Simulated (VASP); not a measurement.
# Si16H4CO in VASP: notebook, part 2 of 2

VASP 6.6.1.

### Step 3. Single point, PBE

Input file INCAR:

```
  ALGO = Normal
  EDIFF = 1E-7
  ENCUT = 520
  GGA = PE
  ISIF = 2
  ISMEAR = 0
  LASPH = True
  LCHARG = False
  LREAL = Auto
  LWAVE = False
  NBANDS = 56
  NELM = 100
  PREC = Accurate
  SIGMA = 0.05
```

Input file KPOINTS:

```
k-points
0
Gamma
  2 2 1
```

Input file POSCAR:

```
Si16H4CO
1.0
    7.6791800000      0.0000000000      0.0000000000
    3.8395900000      6.6503650000      0.0000000000
    0.0000000000      0.0000000000     16.4187650000
H Si C O
4 16 1 1
Direct
    0.1666666600      0.1666666600      0.0609059200
    0.6666666400      0.1666666600      0.0609059200
    0.1666666600      0.6666666300      0.0609059200
    0.6666666400      0.6666666300      0.0609059200
    0.1666666600      0.1666666600      0.1522648000
    0.6666666400      0.1666666600      0.1522648000
    0.1666666600      0.6666666300      0.1522648000
    0.6666666400      0.6666666300      0.1522648000
   -0.1697797258      0.3354957789      0.2090224627
    0.3349895428      0.3267236335      0.2035396916
   -0.1664486839      0.8345913130      0.1951356135
    0.3330626633      0.8329062089      0.1936387553
   -0.2186449959      0.4176825288      0.3569870640
    0.2450105248      0.4363093108      0.3521982190
   -0.1747677836      0.8707536303      0.3352837737
    0.3197867353      0.9279679141      0.3269267272
    0.0258471721     -0.0114130509      0.3901113750
    0.4816815309      0.1089346394      0.3383273310
   -0.0684288943      0.5855027689      0.4187882754
    0.4299231054      0.5903658672      0.3837810075
    0.2773494944      0.8327552262      0.4291399536
   -0.1262243911      1.2192130222      0.4221866454
```

Potentials or basis: VASP PAW PBE potentials, release 64 (H, Si, C, O).

Run with:

```sh
$ cat potpaw_PBE.64/H/POTCAR potpaw_PBE.64/Si/POTCAR potpaw_PBE.64/C/POTCAR potpaw_PBE.64/O/POTCAR > POTCAR
$ mpirun -np 1 vasp_std > vasp.out
```

OUTCAR:

```text
EDIFF = 1E-7
   ENCUT = 520
   GGA = PE
   ISIF = 2
   ISMEAR = 0
   LASPH = True
   LREAL = Auto
   NELM = 100
   PREC = Accurate

 ion  position               nearest neighbor table
   1  0.167  0.167  0.061-   5 1.50
   2  0.667  0.167  0.061-   6 1.50
   3  0.167  0.667  0.061-   7 1.50
   4  0.667  0.667  0.061-   8 1.50
   5  0.167  0.167  0.152-   1 1.50  12 2.32  10 2.34   9 2.42
   6  0.667  0.167  0.152-   2 1.50  11 2.32  10 2.36   9 2.40
   7  0.167  0.667  0.152-   3 1.50  12 2.31  11 2.32  10 2.41
   8  0.667  0.667  0.152-   4 1.50  12 2.32  11 2.34   9 2.39
   9  0.830  0.335  0.209-   8 2.39   6 2.40   5 2.42  13 2.49
  10  0.335  0.327  0.204-   5 2.34   6 2.36   7 2.41  14 2.56  18 2.66
  11  0.834  0.835  0.195-  15 2.31   6 2.32   7 2.32   8 2.34
  12  0.333  0.833  0.194-  16 2.29   7 2.31   8 2.32   5 2.32
  13  0.781  0.418  0.357-  22 1.70  19 2.35  20 2.38   9 2.49  17 2.91
  14  0.245  0.436  0.352-  18 2.26  20 2.32  19 2.35  10 2.56
  15  0.825  0.871  0.335-  11 2.31  17 2.32  18 2.34  19 2.36
  16  0.320  0.928  0.327-  21 1.92  18 2.29  12 2.29  17 2.31  20 2.47
  17  0.026  0.989  0.390-  22 1.65  21 1.81  16 2.31  15 2.32  13 2.91  20 3.08
  18  0.482  0.109  0.338-  14 2.26  16 2.29  15 2.34  10 2.66
  19  0.932  0.586  0.419-  13 2.35  14 2.35  15 2.36
  20  0.430  0.590  0.384-  21 1.79  14 2.32  13 2.38  16 2.47  17 3.08
  21  0.277  0.833  0.429-  20 1.79  17 1.81  16 1.92
  22  0.874  0.219  0.422-  17 1.65  13 1.70

  LATTYP: Found a hexagonal cell.
 ALAT       =     7.6791800344
 C/A-ratio  =     2.1380883019

  Lattice vectors:

 A1 = (  -3.8395900000,  -6.6503650000,   0.0000000000)
 A2 = (   7.6791800000,   0.0000000000,   0.0000000000)
 A3 = (   0.0000000000,   0.0000000000,  16.4187650000)

Analysis of symmetry for initial positions (statically):
=====================================================================
 Subroutine PRICEL returns:
 Original cell was already a primitive cell.

 Routine SETGRP: Setting up the symmetry group for a
 hexagonal supercell.

 Subroutine GETGRP returns: Found  1 space group operations
 (whereof  1 operations were pure point group operations)
 out of a pool of 24 trial point group operations.

The static configuration has the point symmetry C_1 .

Analysis of symmetry for dynamics (positions and initial velocities):
=====================================================================
 Subroutine PRICEL returns:
 Original cell was already a primitive cell.

 Routine SETGRP: Setting up the symmetry group for a
 hexagonal supercell.

 Subroutine GETGRP returns: Found  1 space group operations
 (whereof  1 operations were pure point group operations)
 out of a pool of 24 trial point group operations.

The dynamic configuration has the point symmetry C_1 .

 Subroutine INISYM returns: Found  1 space group operations
 (whereof  1 operations are pure point group operations),
 and found     1 'primitive' translations

----------------------------------------------------------------------------------------

                                     Primitive cell

  volume of cell :     838.4957

[... 84 lines left out ...]
            Coordinates               Weight
  0.000000  0.000000  0.000000      1.000000
  0.500000 -0.000000  0.000000      1.000000
  0.500000  0.500000  0.000000      1.000000
  0.000000  0.500000  0.000000      1.000000
   k-points           NKPTS =      4   k-points in BZ     NKDIM =      4   number of bands    NBANDS=     56
   number of dos      NEDOS =    301   number of ions     NIONS =     22
   total plane-waves  NPLWV = 453600
   dimension x,y,z NGX =    60 NGY =   60 NGZ =  126
   dimension x,y,z NGXF=   120 NGYF=  120 NGZF=  252
   ions per type =               4  16   1   1
   NGX,Y,Z   is equivalent  to a cutoff of  12.99, 12.99, 12.76 a.u.
   NGXF,Y,Z  is equivalent  to a cutoff of  25.98, 25.98, 25.52 a.u.
 SYSTEM =  unknown system
   PREC   = accura    normal or accurate (medium, high low for compatibility)
   ISTART =      0    job   : 0-new  1-cont  2-samecut
   ICHARG =      2    charge: 1-file 2-atom 10-const
   ISPIN  =      1    spin polarized calculation?
   LNONCOLLINEAR =      F non collinear calculations
   LSORBIT =      F    spin-orbit coupling
   LASPH  =      T    aspherical Exc in radial PAW
   ENCUT  =  520.0 eV  38.22 Ry    6.18 a.u.  14.28 14.28 30.53*2*pi/ulx,y,z
   NELM   =    100;   NELMIN=  2; NELMDL= -5     # of ELM steps
   EDIFF  = 0.1E-06   stopping-criterion for ELM
   LREAL  =      T    real-space projection
   EDIFFG = 0.1E-05   stopping-criterion for IOM
   NSW    =      0    number of steps for IOM
   IBRION =     -1    ionic relax: 0-MD 1-quasi-New 2-CG
   NFREE  =      0    steps in history (QN), initial steepest desc. (CG)
   ISIF   =      2    stress and relaxation
   ISYM   =      2    0-nonsym 1-usesym 2-fastsym
   POTIM  = 0.5000    time-step for ionic-motion
   TEBEG  =    0.0;   TEEND  =   0.0 temperature during run
   PSTRESS=    0.0 pullay stress
   NELECT =      78.0000    total number of electrons
   NUPDOWN=      -1.0000    fix difference up-down
   EMIN   =  10.00;   EMAX   =-10.00  energy-range for DOS
   EFERMI =   0.00;   METHOD = LEGACY
   ISMEAR =     0;   SIGMA  =   0.05  broadening in eV -4-tet -1-fermi 0-gaus
   EFERMI_NEDOS =   21; number of points for ismear=-14 and -15
   IALGO  =     38    algorithm
   IMIX   =      4    mixing-type and parameters
     AMIX     =   0.40;   BMIX     =  1.00
     AMIX_MAG =   1.60;   BMIX_MAG =  1.00
  volume/ion in A,a.u.               =      38.11       257.20
  Fermi-wavevector in a.u.,A,eV,Ry     =   0.741776  1.401753  7.486355  0.550232
  Thomas-Fermi vector in A             =   1.836497
   LORBIT       =      0    0 simple, 1 ext, 2 COOP (PROOUT), +10 PAW based schemes
   GGA     = PE    functional components
   LHFCALC =     F    Hartree Fock is set to
   AEXX    =    0.0000 exact exchange contribution
   IVDW    =     0    specifies the selected vdW correction
   LEPSILON=     F    determine dielectric tensor
   LRPA    =     F    only Hartree local field effects (RPA)
 non-spin polarized calculation
 Gauss-broadening in eV      SIGMA  =   0.05
  energy-cutoff  :      520.00
  volume of cell :      838.50
 maximum number of plane-waves:     22627
 NGX is ok and might be reduce to    60
   NGX = 29   NGY = 29   NGZ = 61

 number of electron      78.0000002 magnetization

 Free energy of the ion-electron system (eV)
  ---------------------------------------------------
  ext. energy  EPLUGINS =         0.00000000
  ---------------------------------------------------
  free energy    TOTEN  =      -110.67373154 eV

  energy without entropy =     -110.67373154  energy(sigma->0) =     -110.67373154

 E-fermi :  -0.4105     XC(G=0):  -4.7447

 val. band max:       -0.6687264609   @ k =   0.0000   0.5000   0.0000
 cond. band min:      -0.0058426457   @ k =   0.5000   0.5000   0.0000
 fundamental gap:      0.6628838153
 Fermi energy:        -0.4105385777

 k-point     1 :       0.0000    0.0000    0.0000
  band No.  band energies     occupation
      1     -20.8973      2.00000
      2     -13.7992      2.00000
      3     -11.9879      2.00000
      4     -10.6831      2.00000
      5     -10.3714      2.00000
      6     -10.0506      2.00000
[... 205 lines left out ...]
     50       2.7559      0.00000
     51       2.9952      0.00000
 [bands above 51 left out]

------------------------ aborting loop because EDIFF is reached ----------------------------------------

  FORCE on cell =-STRESS in cart. coord.  units (eV):
  Direction    XX          YY          ZZ          XY          YZ          ZX
  --------------------------------------------------------------------------------------
  -------------------------------------------------------------------------------------
  Total        7.2831182      6.1845019      0.3425045      4.6776051     -0.3766058     -0.1784918
  in kB       13.9164071     11.8171976      0.6544493      8.9378554     -0.7196094     -0.3410578
  external PRESSURE =       8.7960180 kB  Pullay stress =       0.0000000 kB

 VOLUME and BASIS-vectors are now :
 -----------------------------------------------------------------------------
  energy-cutoff  :      520.00
  volume of cell :      838.50
      direct lattice vectors                 reciprocal lattice vectors
     7.679180000  0.000000000  0.000000000     0.130222237 -0.075183843  0.000000000
     3.839590000  6.650365000  0.000000000     0.000000000  0.150367687  0.000000000
     0.000000000  0.000000000 16.418765000     0.000000000  0.000000000  0.060905921

 POSITION                                       TOTAL-FORCE (eV/Angst)
 -----------------------------------------------------------------------------------
      1.91979      1.10839      1.00000        -0.033204      0.316524     -0.097662
      5.75938      1.10839      1.00000         0.021788      0.238323     -0.105840
      3.83959      4.43358      1.00000         0.035165     -0.188462     -0.073084
      7.67918      4.43358      1.00000         0.076482     -0.137148     -0.068893
      1.91979      1.10839      2.50000        -0.506343      0.249855      0.109150
      5.75938      1.10839      2.50000         0.385790      0.236485      0.171087
[... 14 lines left out ...]
      5.32726      5.53813      7.04595         0.006266      0.002738      0.000555
      7.55157      1.45785      6.93178        -0.009562      0.024828      0.004243
 -----------------------------------------------------------------------------------
    total drift:                                0.016230     -0.000254      0.028402

  FREE ENERGIE OF THE ION-ELECTRON SYSTEM (eV)
  ---------------------------------------------------
  free  energy   TOTEN  =      -110.6737315417 eV

  energy  without entropy=     -110.6737315417  energy(sigma->0) =     -110.67373154
```

Wall time 14 min (1 thread of Intel Xeon Platinum 8259CL at 2.50GHz (Skylake/Cascade Lake), shared host); peak memory 0.93 GiB.

Results:

* Free energy: -110.6737 eV
* Largest force: 0.575 eV/Å
* Band gap on the k mesh: 0.66 eV (least direct gap 0.79 eV)

Forces on the atoms (eV/Å):
```
H   -0.033  0.317 -0.098
H    0.022  0.238 -0.106
H    0.035 -0.188 -0.073
H    0.076 -0.137 -0.069
Si  -0.506  0.250  0.109
Si   0.386  0.236  0.171
Si  -0.010 -0.358  0.078
Si   0.032 -0.353  0.023
Si  -0.001 -0.004 -0.002
Si  -0.002  0.000 -0.004
Si  -0.002 -0.003  0.007
Si   0.004  0.003 -0.006
Si  -0.004  0.052 -0.008
Si   0.014 -0.009 -0.005
Si   0.003  0.001  0.003
Si  -0.007  0.002 -0.002
Si   0.009 -0.067 -0.003
Si  -0.005  0.002  0.002
Si  -0.003 -0.004 -0.012
Si  -0.003 -0.006 -0.009
C    0.006  0.003  0.001
O   -0.010  0.025  0.004
```

Levels at points of the mesh, in eV from the valence-band top:
```csv
k point,band 35,band 36,band 37,band 38,band 39,band 40,band 41,band 42,band 43,band 44
"(0.00, 0.00, 0.00)",-0.95,-0.81,-0.60,-0.37,-0.30,0.72,1.07,1.16,1.44,1.52
"(0.50, 0.00, 0.00)",-1.52,-1.31,-0.98,-0.55,-0.46,0.82,1.33,1.83,2.11,2.33
"(0.50, 0.50, 0.00)",-1.35,-1.17,-0.88,-0.57,-0.18,0.66,1.37,1.92,1.99,2.26
"(0.00, 0.50, 0.00)",-1.38,-1.10,-0.68,-0.41,0.00,0.79,1.42,1.57,1.89,1.95
```

Caveat: the k points lie up to 0.47 Å⁻¹ apart.
